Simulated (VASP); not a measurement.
A run of VASP 6.6.1 is set up as follows.

The input INCAR:

```
SYSTEM = CdTe
PREC = Accurate
ENCUT = 520
EDIFF = 1E-6
ISMEAR = -1
SIGMA = 0.02
LREAL = .False.
LASPH = .True.
NELM = 100
ALGO = Normal
ISIF = 2
LWAVE = .False.
LCHARG = .True.
GGA = PE
LELF = .True.
LVHAR = .True.
NBANDS = 16
```

Contents of KPOINTS:

```
regular mesh
0
Gamma
  6 6 6
  0 0 0
```

Contents of POSCAR:

```
CdTe
1.0
    0.0000000000      3.4439528717      3.4439528717
    3.4439528717      0.0000000000      3.4439528717
    3.4439528717      3.4439528717      0.0000000000
Cd Te
1 1
Direct
    0.0000000000      0.0000000000      0.0000000000
    0.2500000000      0.2500000000      0.2500000000
```

Potentials or basis: VASP PAW PBE potentials, release 64 (Cd, Te).

The run is started by

```sh
$ cat potpaw_PBE.64/Cd/POTCAR potpaw_PBE.64/Te/POTCAR > POTCAR
$ mpirun -np 1 vasp_std > vasp.out
```

Problem. Estimate the pressure.

Solution. -3.1 GPa.

Problem. Predict the band gap on the k mesh.

Solution. 0.24 eV, direct.

Caveat: the cell differs from its parent crystal (strain +5.0%); spin-orbit coupling is left out, which moves the levels of the heavy elements.
